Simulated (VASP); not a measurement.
Write the native input for VASP 6.6.1 that does the following.

| Property | Result |
| --- | --- |
| Task | relaxation of cell and atoms |
| Functional | PBE |
| Potentials or basis | VASP PAW PBE potentials, release 64 (Ba_sv, Te) |
| Cutoff | 600 eV |
| k mesh | 6 × 6 × 6 |
| Occupations | gaussian, width 0.2 eV |
| Spin | no spin polarisation |
| Dipole correction | no |
| Further INCAR settings | ALGO = Normal; EDIFF = 1e-06; IBRION = 2; EDIFFG = -0.08; NSW = 36; ISIF = 3 |

The structure of BaTe lies in POSCAR:

```
BaTe
1.0
   -2.3208057200      2.4456167200      3.4986449000
    2.3208057200     -2.4456167200      3.4986449000
    2.3208057200      2.4456167200     -3.4986449000
Ba Te
1 1
Direct
    0.8987844000      0.3987844000      0.5000000000
    0.5157467000      0.0157467000      0.5000000000
```

The cell was generated, and may not be a known phase.

One way to write it, as run:

INCAR

```
ALGO = Normal ; EDIFF = 1E-6
EDIFFG = -0.08 ; ENCUT = 600
GGA = PE ; IBRION = 2
ISIF = 3 ; ISMEAR = 0
LASPH = T ; LCHARG = F
LREAL = F ; LWAVE = F
NELM = 60 ; NSW = 36
PREC = Accurate ; SIGMA = 0.2
```

KPOINTS

```
k-points
0
Gamma
  6 6 6
```

Potentials or basis: VASP PAW PBE potentials, release 64 (Ba_sv, Te).

Command:

```console
$ cat potpaw_PBE.64/Ba_sv/POTCAR potpaw_PBE.64/Te/POTCAR > POTCAR
$ mpirun -np 1 vasp_std > vasp.out
```

Results of the run:

```json
{
  "Relaxed volume": "44.53 Å³/atom",
  "Relaxed cell": "a = 5.016 Å, b = 5.016 Å, c = 5.016 Å, α = 119.87°, β = 120.38°, γ = 89.78°",
  "Space group after relaxing (to 0.1 Å)": "Fm-3m (No. 225)",
  "Energy gained by relaxing": "804.8 meV/atom",
  "Ionic steps": "19",
  "Pressure after relaxing": "0.0 GPa",
  "Largest force after relaxing": "0.042 eV/Å",
  "Band gap on the k mesh": "1.58 eV (least direct gap 1.96 eV)"
}
```

Caveat: spin-orbit coupling is left out, which moves the levels of the heavy elements; the relaxation stopped at a loose force limit of 0.08 eV/Å, so its end isn't a converged minimum.

It took 6.8 min on 1 thread of Intel(R) Xeon(R) 6975P-C (Granite Rapids), with other jobs on the host, peak memory 0.29 GiB.
